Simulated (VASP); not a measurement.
Write the native input for VASP 6.6.1 that does the following.

```yaml
Task: single point
Functional: PBE
Potentials_or_basis: VASP PAW PBE potentials, release 64 (Rh_pv, H)
Cutoff: 520 eV
k_mesh: 5 × 5 × 1
Occupations: gaussian, width 0.1 eV
Spin: no spin polarisation
Dipole_correction: yes
Further_INCAR_settings: ALGO = Normal; EDIFF = 1e-06; NBANDS = 104
```

The structure of HRh6 lies in POSCAR:

```
HRh6
1.0
    5.4163401145      0.0000000000      0.0000000000
    0.0000000000      5.4163401145      0.0000000000
    0.0000000000      0.0000000000     21.6737367085
Rh H
12 2
Direct
    0.2500000000      0.2500000000      0.1845551625
    0.2500000000      0.7500000000      0.1845551625
    0.7500000000      0.2500000000      0.1845551625
    0.7500000000      0.7500000000      0.1845551625
    0.0000000000      0.0000000000      0.2693761947
    0.0000000000      0.5000000000      0.2693761947
    0.5000000000      0.0000000000      0.2693761947
    0.5000000000      0.5000000000      0.2693761947
    0.2500000000      0.2500000000      0.3540569313
    0.2500000000      0.7500000000      0.3540569313
    0.7500000000      0.2500000000      0.3540569313
    0.7500000000      0.7500000000      0.3540569313
    0.2553698675      0.5000000000      0.4338770391
    0.7446301325      0.5000000000      0.4338770391
```

One way to write it, as run:

INCAR

```
SYSTEM = HRh6
PREC     = Accurate       ! precision mode
ENCUT    = 520            ! plane-wave cutoff, eV
EDIFF    = 1E-6           ! SCF threshold, eV
ISMEAR   = 0              ! smearing method
SIGMA    = 0.1            ! smearing width, eV
LREAL    = .False.        ! projectors in reciprocal space
LASPH    = .True.         ! aspherical terms in the spheres
NELM     = 80             ! most SCF steps
ALGO     = Normal         ! electronic algorithm
ISIF     = 2              ! what is computed and relaxed
LWAVE    = .False.        ! write WAVECAR
LCHARG   = .True.         ! write CHGCAR
LDIPOL   = .True.       
IDIPOL   = 3            
DIPOL    = 0.5 0.5 0.293
GGA      = PE             ! functional
LELF     = .True.         ! ELF
LVHAR    = .True.       
LVACPOTAV= .True.       
NBANDS   = 104            ! bands
```

KPOINTS

```
Automatic mesh
0
Gamma
  5 5 1
  0 0 0
```

Potentials or basis: VASP PAW PBE potentials, release 64 (Rh_pv, H).

Launch:

```sh
$ cat potpaw_PBE.64/Rh_pv/POTCAR potpaw_PBE.64/H/POTCAR > POTCAR
$ mpirun -np 1 vasp_std > vasp.out
```

Results of the run:

| Quantity | Value |
| --- | --- |
| Largest force | 2.063 eV/Å |
| Band gap on the k mesh | zero (bands 91 and 92 overlap by 0.72 eV) |
| Work function of the upper face | 5.62 eV |
| Work function of the lower face | 4.93 eV |

Wall time 18 min on 1 thread of Intel(R) Xeon(R) 6975P-C (Granite Rapids) (shared host), peak memory 0.76 GiB.
